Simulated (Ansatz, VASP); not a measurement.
# SrO in VASP and in Ansatz

INCAR

```
ALGO     = Normal         # electronic algorithm
EDIFF    = 1E-6           # SCF threshold, eV
ENCUT    = 520            # plane-wave cutoff, eV
GGA      = CA             # functional
ISIF     = 2              # what is computed and relaxed
ISMEAR   = -1             # smearing method
LASPH    = T              # aspherical terms in the spheres
LCHARG   = F              # write CHGCAR
LREAL    = F              # projectors in reciprocal space
LWAVE    = F              # write WAVECAR
NBANDS   = 15             # bands
NELM     = 80             # most SCF steps
PREC     = Accurate       # precision mode
SIGMA    = 0.02           # smearing width, eV
```

File KPOINTS:

```
k-points
0
Gamma
  8 8 8
```

POSCAR

```
SrO
1.0
    0.0000000000      2.5698000000      2.4927060000
    2.5698000000      0.0000000000      2.4927060000
    2.5698000000      2.5698000000      0.0000000000
Sr O
1 1
Direct
    0.0000000000      0.0000000000      0.0000000000
    0.5000000000      0.5000000000      0.5000000000
```

Input for Ansatz:

```yaml
crystal:
  lattice:
    - [0.0, 2.5698, 2.492706]
    - [2.5698, 0.0, 2.492706]
    - [2.5698, 2.5698, 0.0]
  atoms:
    - { symbol: Sr, position: [0.0, 0.0, 0.0] }
    - { symbol: O, position: [0.5, 0.5, 0.5] }
kpoints:
  mp_grid: { grid: [8, 8, 8] }
  band_path:
    path:
      - [0.0, 0.0, 0.0]
      - [0.0, 0.5, 0.5]
      - [0.25, 0.75, 0.5]
      - [0.0, 0.5, 0.0]
      - [0.0, 0.0, 0.0]
      - [0.5, 0.5, 0.0]
      - [0.3828515251, 0.6171484749, 0.0]
      - [-0.3828515251, 0.3828515251, 0.0]
      - [0.0, 0.0, 0.0]
    npoints: 5
scf:
  occupations: { method: fermi_dirac, width: 0.02 }
hamiltonian:
  xc: lda
  pseudopotentials: { kind: all_electron, lapw: { basis_error: 0.00025 } }
output:
  forces: true
  stress: true
  eigenvalues: true
```

Change from the starting cell: zz strain of -3 %.

Alike in both runs: task single point; functional LDA; k mesh 8 × 8 × 8; occupations fermi-dirac, width 0.02 eV; no spin polarisation.

|  | VASP | Ansatz |
| --- | --- | --- |
| version | VASP 6.6.1 | Ansatz 0.2.0 |
| potentials or method | VASP PAW LDA potentials, release 64 (Sr_sv, O), cutoff 520 eV | all-electron LAPW, scalar-relativistic |

```tsv
	VASP	Ansatz	Ansatz less VASP
gap on the k mesh at the Fermi level (eV)	2.91	2.97	+0.063
pressure (GPa)	-0.4	-1.2	-0.79
traceless stress, the component that is largest in VASP (GPa)	3.32	3.12	-0.196
```

LDA's correlation is that of Perdew and Zunger in VASP and of Perdew and Wang (1992) in Ansatz. Ansatz ran all-electron here, and VASP with PAW potentials.
